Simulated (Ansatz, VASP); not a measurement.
# Ge2N in VASP and in Ansatz

```
Ge N
1.0
     2.98722    0.00000    0.00000
    -1.49361    2.58701    0.00000
     0.00000    0.00000    5.98370
Ge N
2 1
Direct
  0.33333 0.66667 0.23169
  0.66667 0.33333 0.76831
  0.00000 0.00000 0.00000
```

Change from the starting cell: species swapped into the TmCd2 type (P-3m1, No. 164).

Alike in both runs: functional PBE; k mesh 18 × 18 × 8; occupations gaussian, width 0.1 eV; no spin polarisation.

Ansatz relaxed the structure, and its values are those at the end. VASP's run is a single point on that final structure, the one shown.

|  | VASP | Ansatz |
| --- | --- | --- |
| version | VASP 6.6.1 | Ansatz 0.2.0 |
| potentials or method | VASP PAW PBE potentials, release 64 (Ge_d, N), cutoff 520 eV | scalar-relativistic, plane waves, PAW |
| valence electrons in the cell | 33 | 33 |

|  | VASP | Ansatz | Ansatz less VASP |
| --- | --- | --- | --- |
| gap on the k mesh at the Fermi level (eV) | none | none | - |
| pressure (GPa) | 0.1 | 0.0 | -0.07 |
| rms of the force components (eV/Å) | 0.016 | 0.000 | -0.0161 |

A gap of «none» marks a metal or a gap that the smearing closes.
